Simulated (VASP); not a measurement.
AlRu:

```
Ru Al
1.0
     2.99160    0.00000    0.00000
     0.00000    2.99160    0.00000
     0.00000    0.00000    2.99160
Ru Al
1 1
Direct
  0.50000 0.50000 0.50000
  0.00000 0.00000 0.00000
```

```yaml
Program: VASP 6.6.1
Task: relaxation of cell and atoms
Functional: revPBE
Dispersion: D3(BJ)
Potentials_or_basis: VASP PAW PBE potentials, release 64 (Ru_pv, Al)
Cutoff: 600 eV
k_mesh: 9 × 9 × 9
Occupations: fermi-dirac, width 0.05 eV
Spin: no spin polarisation
```

At the start: pressure -7.3 GPa; volume 13.39 Å³/atom.

Problem. How do energy, volume and symmetry change on relaxing?

Solution. Over 3 steps the energy falls by 10.8 meV/atom and the volume is 12.94 Å³/atom (-3.4 %); space group Pm-3m (No. 221, to 0.05 Å).

The path:
```csv
step,energy change (eV),largest force (eV/Å),pressure (GPa),volume (Å³)
1,0.0000,0.0000,-7.32,26.77
2,0.0364,0.0000,14.15,24.47
3,-0.0217,0.0000,-0.09,25.87
```

Final structure:
```
CELL_PARAMETERS angstrom
2.95757 0.00000 0.00000
0.00000 2.95757 0.00000
0.00000 0.00000 2.95757
ATOMIC_POSITIONS crystal
Ru 0.50000 0.50000 0.50000
Al 0.00000 0.00000 0.00000
```

Caveat: the PAW data sets were made with another functional, which shifts forces and pressure a little; pairwise dispersion overbinds metals, which lowers pressure and volume.
